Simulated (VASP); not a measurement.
Hf: single point with LDA

Crystal: Hf.

```
Hf
1.0
     2.74656    0.00000    0.00000
     0.00000    2.74656    0.00000
     0.00000    0.00000    2.74656
Hf
1
Direct
  0.00000 0.00000 0.00000
```

This cell differs from its parent crystal: volume scaled by 0.92.

* Program: VASP 6.6.1
* Task: single point
* Functional: LDA
* Potentials or basis: VASP PAW LDA potentials, release 64 (Hf_pv)
* Cutoff: 520 eV
* k mesh: 13 × 13 × 13
* Occupations: fermi-dirac, width 0.1 eV
* Spin: no spin polarisation
* Dipole correction: no
* Further INCAR settings: ALGO = Normal; EDIFF = 1e-07; NBANDS = 11

```yaml
Pressure: 8.9 GPa
Band_gap_on_the_k_mesh: zero (band 5 reaches 5.81 eV, above the bottom of band 6 at 2.96 eV)
```

Levels at points of the mesh, in eV from the Fermi level:
```
           k point  band 2  band 3  band 4  band 5  band 6  band 7  band 8  band 9
(0.00, 0.00, 0.00)  -29.25  -29.25   -6.93   -1.93   -1.93    7.71    7.71    7.71
```

It took 9.5 s on 1 thread of Intel(R) Xeon(R) Platinum 8488C (Sapphire Rapids), with other jobs on the host, peak memory 0.13 GiB.

Caveat: spin-orbit coupling is left out, which moves the levels of the heavy elements.
